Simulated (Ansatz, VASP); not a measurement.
# Au in VASP and in Ansatz

```
Au
1.0
     2.86449    0.00000    0.00000
    -1.43224    2.48072    0.00000
     0.00000    0.00000    9.59105
Au
4
Direct
  0.00000 0.00000 0.00000
  0.00000 0.00000 0.50000
  0.33333 0.66667 0.25000
  0.66667 0.33333 0.75000
```

Alike in both runs: task single point; functional RPBE; k mesh 14 × 14 × 4; occupations fermi-dirac, width 0.1 eV; no spin polarisation.

|  | VASP | Ansatz |
| --- | --- | --- |
| version | VASP 6.6.1 | Ansatz 0.2.0 |
| potentials or method | VASP PAW PBE potentials, release 64 (Au), cutoff 520 eV | plane waves (420 eV) with PAW, scalar-relativistic |
| valence electrons in the cell | 44 | 76 |

Ansatz gave:

```
pressure (GPa)                                                : 12.9
traceless stress, the component that is largest in VASP (GPa) : -1.01
```

Problem. Which values does VASP return?

Solution. Pressure (GPa): 12.6; traceless stress, the component that is largest in VASP (GPa): -1.02.

VASP's potentials were made for PBE, not for RPBE. With one functional, cell and mesh, what is left measures potentials, basis and numerics. VASP's potentials hold 44 valence electrons a cell and Ansatz's 76, so a difference there can come from the potentials and not from the codes.

Spin-orbit coupling is off throughout.
